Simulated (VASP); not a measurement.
# CuO (C2/c) in VASP: notebook

CuO is run at these levels: PBE+U; tasks: single point.

Program: VASP 6.6.1. These are calculated values, not measurements. Logs are shortened: lines on timing, memory, paths and dates and some standing lists are left out, and cuts for length are marked.

### Step 1. The cell of the first run

It takes space group C2/c (No. 15, monoclinic). The conventional cell has a = 4.649 Å, b = 3.438 Å, c = 5.187 Å, α = 90.00°, β = 98.64°, γ = 90.00°. Within 2.6 Å of Cu (site symmetry -1) lie 4 O at 1.95 to 1.97 Å. Within 2.9 Å of O (site symmetry 2) lie 6 Cu at 1.95 to 2.80 Å and 6 O at 2.66 to 2.89 Å.

### Step 2. Single point, PBE+U, collinear spin

Contents of INCAR:

```
SYSTEM = CuO
PREC = Accurate ; ENCUT = 520
EDIFF = 1E-6 ; ISMEAR = -1
SIGMA = 0.1 ; LREAL = .FALSE.
LASPH = .TRUE. ; NELM = 150
ALGO = Normal ; ISIF = 2
LWAVE = .FALSE. ; LCHARG = .FALSE.
ISPIN = 2 ; MAGMOM = 1 -1 0 0
LORBIT = 11 ; LMAXMIX = 4
LDAU = .TRUE. ; LDAUTYPE = 2
LDAUL = 2 -1 ; LDAUU = 4 0
LDAUJ = 0 0 ; LDAUPRINT = 1
GGA = PE ; NBANDS = 29
```

Contents of KPOINTS:

```
regular mesh
0
G
  7 7 4
  0 0 0
```

Contents of POSCAR:

```
CuO
1.0
    2.3245000000     -1.7191000000      0.0000000000
    2.3245000000      1.7191000000      0.0000000000
   -0.7792200000      0.0000000000      5.1281400000
Cu O
2 2
Direct
    0.0000000000      0.5000000000      0.0000000000
    0.5000000000      0.0000000000      0.5000000000
    0.5830000000      0.4170000000      0.2500000000
    0.4170000000      0.5830000000      0.7500000000
```

Potentials or basis: VASP PAW PBE potentials, release 64 (Cu, O).

Run with:

```
$ cat potpaw_PBE.64/Cu/POTCAR potpaw_PBE.64/O/POTCAR > POTCAR
$ mpirun -np 1 vasp_std > vasp.out
```

OUTCAR:

```text
SYSTEM = CuO
   PREC = Accurate
   ENCUT = 520
   EDIFF = 1E-6
   ISMEAR = -1
   LREAL = .FALSE.
   LASPH = .TRUE.
   NELM = 150
   ISIF = 2
   ISPIN = 2
   LORBIT = 11
   GGA = PE

 ion  position               nearest neighbor table
   1  0.000  0.500  0.000-   3 1.95   4 1.95   3 1.97   4 1.97
   2  0.500  0.000  0.500-   3 1.95   4 1.95   4 1.97   3 1.97
   3  0.583  0.417  0.250-   1 1.95   2 1.95   2 1.97   1 1.97
   4  0.417  0.583  0.750-   1 1.95   2 1.95   1 1.97   2 1.97

  LATTYP: Found a base centered monoclinic cell.
 ALAT       =     4.6490000000
 B/A-ratio  =     0.7395568940
 C/A-ratio  =     1.1157245304
 COS(beta)  =    -0.1502254671

  Lattice vectors:

 A1 = (   2.3245000000,  -1.7191000000,   0.0000000000)
 A2 = (   2.3245000000,   1.7191000000,   0.0000000000)
 A3 = (  -0.7792200000,   0.0000000000,   5.1281400000)

Analysis of symmetry for initial positions (statically):
=====================================================================
 Subroutine PRICEL returns:
 Original cell was already a primitive cell.

 Routine SETGRP: Setting up the symmetry group for a
 base centered monoclinic supercell.

 Subroutine GETGRP returns: Found  4 space group operations
 (whereof  2 operations were pure point group operations)
 out of a pool of  4 trial point group operations.

The static configuration has the point symmetry S_2 .
 The point group associated with its full space group is C_2h.

Analysis of symmetry for dynamics (positions and initial velocities):
=====================================================================
 Subroutine PRICEL returns:
 Original cell was already a primitive cell.

 Routine SETGRP: Setting up the symmetry group for a
 base centered monoclinic supercell.

 Subroutine GETGRP returns: Found  4 space group operations
 (whereof  2 operations were pure point group operations)
 out of a pool of  4 trial point group operations.

The dynamic configuration has the point symmetry S_2 .
 The point group associated with its full space group is C_2h.

Analysis of structural, dynamic, and magnetic symmetry:
=====================================================================
 Subroutine PRICEL returns:
 Original cell was already a primitive cell.

 Routine SETGRP: Setting up the symmetry group for a
 base centered monoclinic supercell.

 Subroutine GETGRP returns: Found  4 space group operations
 (whereof  2 operations were pure point group operations)
 out of a pool of  4 trial point group operations.

The overall configuration has the point symmetry S_2 .
 The point group associated with its full space group is C_2h.

 Subroutine INISYM returns: Found  4 space group operations
 (whereof  2 operations are pure point group operations),
 and found     1 'primitive' translations

----------------------------------------------------------------------------------------

                                     Primitive cell

  volume of cell :      40.9846

  direct lattice vectors                    reciprocal lattice vectors
     2.324500000 -1.719100000  0.000000000     0.215100022 -0.290849863  0.032684412
     2.324500000  1.719100000  0.000000000     0.215100022  0.290849863  0.032684412
    -0.779220000  0.000000000  5.128140000     0.000000000  0.000000000  0.195002477

  length of vectors
[... 142 lines left out ...]
spin component  2

  0.9557 -0.0293  0.0094  0.0323 -0.0104
 -0.0293  0.7948 -0.0014  0.2425 -0.0760
  0.0094 -0.0014  0.9721  0.0030 -0.0024
  0.0323  0.2425  0.0030  0.6348  0.1050
 -0.0104 -0.0760 -0.0024  0.1050  0.9382

 occupancies and eigenvectors

  o =  0.4229  v =  0.0000  0.0000  0.0000  0.0000  0.0000  0.0833  0.5666  0.0054 -0.7824  0.2447      0.0000  0.0000  0.0000  0.0000  0.0000  0.0000  0.0000  0.0000  0.0000  0.0000
  o =  0.9529  v =  0.0000  0.0000  0.0000  0.0000  0.0000  0.8540  0.1765 -0.4436  0.1918 -0.0766      0.0000  0.0000  0.0000  0.0000  0.0000  0.0000  0.0000  0.0000  0.0000  0.0000
  o =  0.9546  v =  0.8515  0.1502 -0.4578  0.1894 -0.0829  0.0000  0.0000  0.0000  0.0000  0.0000      0.0000  0.0000  0.0000  0.0000  0.0000  0.0000  0.0000  0.0000  0.0000  0.0000
  o =  0.9680  v = -0.0650 -0.1701 -0.1860 -0.4060 -0.8760  0.0000  0.0000  0.0000  0.0000  0.0000      0.0000  0.0000  0.0000  0.0000  0.0000  0.0000  0.0000  0.0000  0.0000  0.0000
  o =  0.9697  v =  0.1160 -0.7938 -0.2688 -0.3767  0.3771  0.0000  0.0000  0.0000  0.0000  0.0000      0.0000  0.0000  0.0000  0.0000  0.0000  0.0000  0.0000  0.0000  0.0000  0.0000
  o =  0.9703  v =  0.0000  0.0000  0.0000  0.0000  0.0000 -0.0067 -0.4388 -0.3012 -0.5276 -0.6621      0.0000  0.0000  0.0000  0.0000  0.0000  0.0000  0.0000  0.0000  0.0000  0.0000
  o =  0.9715  v =  0.0000  0.0000  0.0000  0.0000  0.0000 -0.1630  0.6455  0.1640  0.2359 -0.6887      0.0000  0.0000  0.0000  0.0000  0.0000  0.0000  0.0000  0.0000  0.0000  0.0000
  o =  0.9764  v =  0.4905 -0.2309  0.8263 -0.0814 -0.1293  0.0000  0.0000  0.0000  0.0000  0.0000      0.0000  0.0000  0.0000  0.0000  0.0000  0.0000  0.0000  0.0000  0.0000  0.0000
  o =  0.9780  v =  0.0000  0.0000  0.0000  0.0000  0.0000 -0.4869  0.1965 -0.8280  0.1308  0.1472      0.0000  0.0000  0.0000  0.0000  0.0000  0.0000  0.0000  0.0000  0.0000  0.0000
  o =  1.0126  v = -0.1289 -0.5148 -0.0283  0.8067 -0.2583  0.0000  0.0000  0.0000  0.0000  0.0000      0.0000  0.0000  0.0000  0.0000  0.0000  0.0000  0.0000  0.0000  0.0000  0.0000

atom =   2  type =  1  l = 2

 onsite density matrix

spin component  1

  0.9557 -0.0293 -0.0094 -0.0323  0.0104
 -0.0293  0.7948  0.0014 -0.2425  0.0760
 -0.0094  0.0014  0.9721  0.0030 -0.0024
 -0.0323 -0.2425  0.0030  0.6348  0.1050
  0.0104  0.0760 -0.0024  0.1050  0.9382

spin component  2

  0.9611  0.0001 -0.0087  0.0072 -0.0020
  0.0001  0.9810 -0.0003  0.0182 -0.0058
 -0.0087 -0.0003  0.9711 -0.0003 -0.0012
  0.0072  0.0182 -0.0003  0.9968 -0.0092
 -0.0020 -0.0058 -0.0012 -0.0092  0.9713

 occupancies and eigenvectors

  o =  0.4229  v = -0.0833 -0.5666  0.0054 -0.7824  0.2447  0.0000  0.0000  0.0000  0.0000  0.0000      0.0000  0.0000  0.0000  0.0000  0.0000  0.0000  0.0000  0.0000  0.0000  0.0000
  o =  0.9529  v =  0.8540  0.1765  0.4436 -0.1918  0.0766  0.0000  0.0000  0.0000  0.0000  0.0000      0.0000  0.0000  0.0000  0.0000  0.0000  0.0000  0.0000  0.0000  0.0000  0.0000
  o =  0.9546  v =  0.0000  0.0000  0.0000  0.0000  0.0000  0.8515  0.1502  0.4578 -0.1894  0.0829      0.0000  0.0000  0.0000  0.0000  0.0000  0.0000  0.0000  0.0000  0.0000  0.0000
  o =  0.9680  v =  0.0000  0.0000  0.0000  0.0000  0.0000  0.0650  0.1701 -0.1860 -0.4060 -0.8760      0.0000  0.0000  0.0000  0.0000  0.0000  0.0000  0.0000  0.0000  0.0000  0.0000
  o =  0.9697  v =  0.0000  0.0000  0.0000  0.0000  0.0000  0.1160 -0.7938  0.2688  0.3767 -0.3771      0.0000  0.0000  0.0000  0.0000  0.0000  0.0000  0.0000  0.0000  0.0000  0.0000
  o =  0.9703  v =  0.0067  0.4388 -0.3012 -0.5276 -0.6621  0.0000  0.0000  0.0000  0.0000  0.0000      0.0000  0.0000  0.0000  0.0000  0.0000  0.0000  0.0000  0.0000  0.0000  0.0000
  o =  0.9715  v =  0.1630 -0.6455  0.1640  0.2359 -0.6887  0.0000  0.0000  0.0000  0.0000  0.0000      0.0000  0.0000  0.0000  0.0000  0.0000  0.0000  0.0000  0.0000  0.0000  0.0000
  o =  0.9764  v =  0.0000  0.0000  0.0000  0.0000  0.0000 -0.4905  0.2309  0.8263 -0.0814 -0.1293      0.0000  0.0000  0.0000  0.0000  0.0000  0.0000  0.0000  0.0000  0.0000  0.0000
  o =  0.9780  v = -0.4869  0.1965  0.8280 -0.1308 -0.1472  0.0000  0.0000  0.0000  0.0000  0.0000      0.0000  0.0000  0.0000  0.0000  0.0000  0.0000  0.0000  0.0000  0.0000  0.0000
  o =  1.0126  v =  0.0000  0.0000  0.0000  0.0000  0.0000  0.1289  0.5148 -0.0283  0.8067 -0.2583      0.0000  0.0000  0.0000  0.0000  0.0000  0.0000  0.0000  0.0000  0.0000  0.0000

 number of electron      33.9999993 magnetization       0.0000000

 Free energy of the ion-electron system (eV)
  ---------------------------------------------------
  ext. energy  EPLUGINS =         0.00000000
  ---------------------------------------------------
  free energy    TOTEN  =       -17.24684708 eV

  energy without entropy =      -17.24351283  energy(sigma->0) =      -17.24517996

 E-fermi :   5.3371     XC(G=0): -11.8007

 val. band max:        5.0418435201   @ k =   0.0000   0.0000   0.0000
 cond. band min:       5.6045912347   @ k =   0.2857   0.1429   0.5000
 fundamental gap:      0.5627477145
 Fermi energy:         5.3370721194

 spin component 1

 k-point     1 :       0.0000    0.0000    0.0000
  band No.  band energies     occupation
      1     -14.0650      1.00000
      2     -12.7632      1.00000
      3      -2.7551      1.00000
      4      -1.3797      1.00000
      5       0.1294      1.00000
      6       0.6011      1.00000
[... 1529 lines left out ...]
     28      23.9156      0.00000
     29      25.3645      0.00000

 [... further k-points ...]
[... 5 lines left out ...]
  --------------------------------------------------------------------------------------
  -------------------------------------------------------------------------------------
  Total        0.8539967      0.7816783      0.0534010      0.0000000      0.0000000     -0.3010678
  in kB       33.3846047     30.5575177      2.0875614      0.0000000      0.0000000    -11.7694019
  external PRESSURE =      22.0098946 kB  Pullay stress =       0.0000000 kB

 VOLUME and BASIS-vectors are now :
 -----------------------------------------------------------------------------
  energy-cutoff  :      520.00
  volume of cell :       40.98
      direct lattice vectors                 reciprocal lattice vectors
     2.324500000 -1.719100000  0.000000000     0.215100022 -0.290849863  0.032684412
     2.324500000  1.719100000  0.000000000     0.215100022  0.290849863  0.032684412
    -0.779220000  0.000000000  5.128140000     0.000000000  0.000000000  0.195002477

 POSITION                                       TOTAL-FORCE (eV/Angst)
 -----------------------------------------------------------------------------------
      1.16225      0.85955      0.00000        -0.000000     -0.000000      0.000000
      0.77264     -0.85955      2.56407        -0.000000      0.000000      0.000000
      2.12969     -0.28537      1.28204         0.000000      0.223784     -0.000000
      1.74009      0.28537      3.84611        -0.000000     -0.223784      0.000000
 -----------------------------------------------------------------------------------
    total drift:                                0.000000     -0.000000     -0.000000

  FREE ENERGIE OF THE ION-ELECTRON SYSTEM (eV)
  ---------------------------------------------------
  free  energy   TOTEN  =       -17.2468470833 eV

  energy  without entropy=      -17.2435128328  energy(sigma->0) =      -17.24517996

 total charge

# of ion       s       p       d       tot
------------------------------------------
    1        0.372   0.381   9.156   9.909
    2        0.372   0.381   9.156   9.909
    3        1.562   3.422   0.000   4.984
    4        1.562   3.422   0.000   4.984
--------------------------------------------------
tot          3.867   7.606  18.312  29.785

 magnetization (x)

# of ion       s       p       d       tot
------------------------------------------
    1       -0.007  -0.007   0.586   0.572
    2        0.007   0.007  -0.586  -0.572
    3        0.000   0.000   0.000   0.000
    4        0.000   0.000   0.000   0.000
--------------------------------------------------
tot          0.000   0.000   0.000   0.000
```

It took 89 s on 1 thread of AMD EPYC 9R45 (Zen 5), shared host; peak memory 0.21 GiB.

Results:

| Property | Result |
| --- | --- |
| Free energy | -17.2468 eV |
| Pressure | 2.2 GPa |
| Largest force | 0.224 eV/Å |
| Band gap on the k mesh | 0.56 eV (least direct gap 0.85 eV) |
| Net moment | 0.00 μB per cell |
| Site moments | Cu +0.57, -0.57; O +0.00 μB |
| Valence electrons inside the program's atomic spheres | Cu 9.91; O 4.98 |

Forces on the atoms (eV/Å):
```
Cu   0.000  0.000  0.000
Cu   0.000  0.000  0.000
O    0.000  0.224  0.000
O    0.000 -0.224  0.000
```

Stress tensor (GPa, compression positive):
```
 3.34  0.00 -1.18
 0.00  3.06  0.00
-1.18  0.00  0.21
```

Eigenvalues of the final occupation matrices:
```tsv
site	spin	trace	eigenvalues
site 1 d	1	4.88	0.95 0.97 0.97 0.98 1.01
site 1 d	2	4.30	0.42 0.95 0.97 0.97 0.98
site 2 d	1	4.30	0.42 0.95 0.97 0.97 0.98
site 2 d	2	4.88	0.95 0.97 0.97 0.98 1.01
```

Caveat: semilocal functionals underestimate gaps, and a narrow one can read as zero. A k mesh can miss the band edges.

### Step 3. Single point, PBE+U, collinear spin

Contents of INCAR:

```
SYSTEM = CuO
PREC = Accurate ; ENCUT = 520
EDIFF = 1E-7 ; ISMEAR = -1
SIGMA = 0.1 ; LREAL = .False.
LASPH = .True. ; NELM = 150
ALGO = Normal ; ISIF = 2
LWAVE = .False. ; LCHARG = .False.
ISPIN = 2 ; MAGMOM = 0.58 -0.58 0 0
LORBIT = 11 ; LMAXMIX = 4
LDAU = .True. ; LDAUTYPE = 2
LDAUL = 2 -1 ; LDAUU = 4 0
LDAUJ = 0 0 ; LDAUPRINT = 1
GGA = PE ; ISYM = 0
NBANDS = 29
```

Contents of KPOINTS:

```
Automatic mesh
0
Gamma
  7 7 4
  0 0 0
```

POSCAR is that of step 2.

Potentials or basis: VASP PAW PBE potentials, release 64 (Cu, O).

Run with:

```
$ cat potpaw_PBE.64/Cu/POTCAR potpaw_PBE.64/O/POTCAR > POTCAR
$ mpirun -np 1 vasp_std > vasp.out
```

OUTCAR:

```text
SYSTEM = CuO
   PREC = Accurate
   ENCUT = 520
   EDIFF = 1E-7
   ISMEAR = -1
   LREAL = .False.
   LASPH = .True.
   NELM = 150
   ISIF = 2
   ISPIN = 2
   LORBIT = 11
   GGA = PE
   ISYM = 0

 ion  position               nearest neighbor table
   1  0.000  0.500  0.000-   3 1.95   4 1.95   3 1.97   4 1.97
   2  0.500  0.000  0.500-   3 1.95   4 1.95   4 1.97   3 1.97
   3  0.583  0.417  0.250-   1 1.95   2 1.95   2 1.97   1 1.97
   4  0.417  0.583  0.750-   1 1.95   2 1.95   1 1.97   2 1.97

IMPORTANT INFORMATION: All symmetrisations will be switched off!
NOSYMM: (Re-)initialisation of all symmetry stuff for point group C_1.

----------------------------------------------------------------------------------------

                                     Primitive cell

  volume of cell :      40.9846

  direct lattice vectors                    reciprocal lattice vectors
     2.324500000 -1.719100000  0.000000000     0.215100022 -0.290849863  0.032684412
     2.324500000  1.719100000  0.000000000     0.215100022  0.290849863  0.032684412
    -0.779220000  0.000000000  5.128140000     0.000000000  0.000000000  0.195002477

  length of vectors
     2.891125224  2.891125224  5.187003342     0.363221603  0.363221603  0.195002477

  position of ions in fractional coordinates (direct lattice)
     0.000000000  0.500000000  0.000000000
     0.500000000  0.000000000  0.500000000
     0.583000000  0.417000000  0.250000000
     0.417000000  0.583000000  0.750000000

  ion indices of the primitive-cell ions
   primitive index   ion index
                 1           1
                 2           2
                 3           3
                 4           4

----------------------------------------------------------------------------------------

 KPOINTS: Automatic mesh

Automatic generation of k-mesh.
 Grid dimensions read from file:
 generate k-points for:    7    7    4

 Generating k-lattice:

[... 172 lines left out ...]

 Free energy of the ion-electron system (eV)
  ---------------------------------------------------
  ext. energy  EPLUGINS =         0.00000000
  ---------------------------------------------------
  free energy    TOTEN  =       -17.24684706 eV

  energy without entropy =      -17.24351398  energy(sigma->0) =      -17.24518052

 E-fermi :   5.3372     XC(G=0): -11.8006

 val. band max:        5.0419462757   @ k =   0.0000   0.0000   0.0000
 cond. band min:       5.6047774472   @ k =   0.2857   0.1429   0.5000
 fundamental gap:      0.5628311715
 Fermi energy:         5.3372128153

 spin component 1

 k-point     1 :       0.0000    0.0000    0.0000
  band No.  band energies     occupation
      1     -14.0649      1.00000
      2     -12.7631      1.00000
      3      -2.7550      1.00000
      4      -1.3796      1.00000
      5       0.1295      1.00000
      6       0.6012      1.00000
[... 1529 lines left out ...]
     28      23.2027      0.00000
     29      23.6228      0.00000

 [... further k-points ...]

------------------------ aborting loop because EDIFF is reached ----------------------------------------

  FORCE on cell =-STRESS in cart. coord.  units (eV):
  Direction    XX          YY          ZZ          XY          YZ          ZX
  --------------------------------------------------------------------------------------
  -------------------------------------------------------------------------------------
  Total        0.8467127      0.7741058      0.0463304     -0.0001452     -0.0000685     -0.3012434
  in kB       33.0998535     30.2614929      1.8111577     -0.0056779     -0.0026785    -11.7762647
  external PRESSURE =      21.7241681 kB  Pullay stress =       0.0000000 kB

 VOLUME and BASIS-vectors are now :
 -----------------------------------------------------------------------------
  energy-cutoff  :      520.00
  volume of cell :       40.98
      direct lattice vectors                 reciprocal lattice vectors
     2.324500000 -1.719100000  0.000000000     0.215100022 -0.290849863  0.032684412
     2.324500000  1.719100000  0.000000000     0.215100022  0.290849863  0.032684412
    -0.779220000  0.000000000  5.128140000     0.000000000  0.000000000  0.195002477

 POSITION                                       TOTAL-FORCE (eV/Angst)
 -----------------------------------------------------------------------------------
      1.16225      0.85955      0.00000        -0.000000     -0.000000      0.000001
      0.77264     -0.85955      2.56407        -0.000000      0.000000     -0.000001
      2.12969     -0.28537      1.28204         0.000005      0.223953      0.000006
      1.74009      0.28537      3.84611        -0.000005     -0.223953     -0.000006
 -----------------------------------------------------------------------------------
    total drift:                                0.000000      0.000000      0.000000

  FREE ENERGIE OF THE ION-ELECTRON SYSTEM (eV)
  ---------------------------------------------------
  free  energy   TOTEN  =       -17.2468470584 eV

  energy  without entropy=      -17.2435139813  energy(sigma->0) =      -17.24518052

 total charge

# of ion       s       p       d       tot
------------------------------------------
    1        0.372   0.381   9.156   9.909
    2        0.372   0.381   9.156   9.909
    3        1.562   3.422   0.000   4.984
    4        1.562   3.422   0.000   4.984
--------------------------------------------------
tot          3.867   7.606  18.312  29.785

 magnetization (x)

# of ion       s       p       d       tot
------------------------------------------
    1       -0.007  -0.007   0.586   0.572
    2        0.007   0.007  -0.586  -0.572
    3        0.000  -0.000   0.000  -0.000
    4        0.000  -0.000   0.000  -0.000
--------------------------------------------------
tot          0.000  -0.000  -0.000  -0.000
```

It took 2.6 min on 1 thread of AMD EPYC 9R45 (Zen 5), shared host; peak memory 0.26 GiB.

What came out:

```
Free energy                                           : -17.2468 eV
Pressure                                              : 2.2 GPa
Largest force                                         : 0.224 eV/Å
Band gap on the k mesh                                : 0.56 eV (least direct gap 0.85 eV)
Net moment                                            : 0.00 μB per cell
Site moments                                          : Cu +0.57, -0.57; O -0.00 μB
Valence electrons inside the program's atomic spheres : Cu 9.91; O 4.98
```

Forces on the atoms (eV/Å):
```
Cu   0.000  0.000  0.000
Cu   0.000  0.000  0.000
O    0.000  0.224  0.000
O    0.000 -0.224  0.000
```

Stress tensor (GPa, compression positive):
```
 3.31  0.00 -1.18
 0.00  3.03  0.00
-1.18  0.00  0.18
```

Eigenvalues of the final occupation matrices:
```tsv
site	spin	trace	eigenvalues
site 1 d	1	4.88	0.95 0.97 0.97 0.98 1.01
site 1 d	2	4.30	0.42 0.95 0.97 0.97 0.98
site 2 d	1	4.30	0.42 0.95 0.97 0.97 0.98
site 2 d	2	4.88	0.95 0.97 0.97 0.98 1.01
```

Caveat: semilocal functionals underestimate gaps, and a narrow one can read as zero.

[end of part 1 of 2]
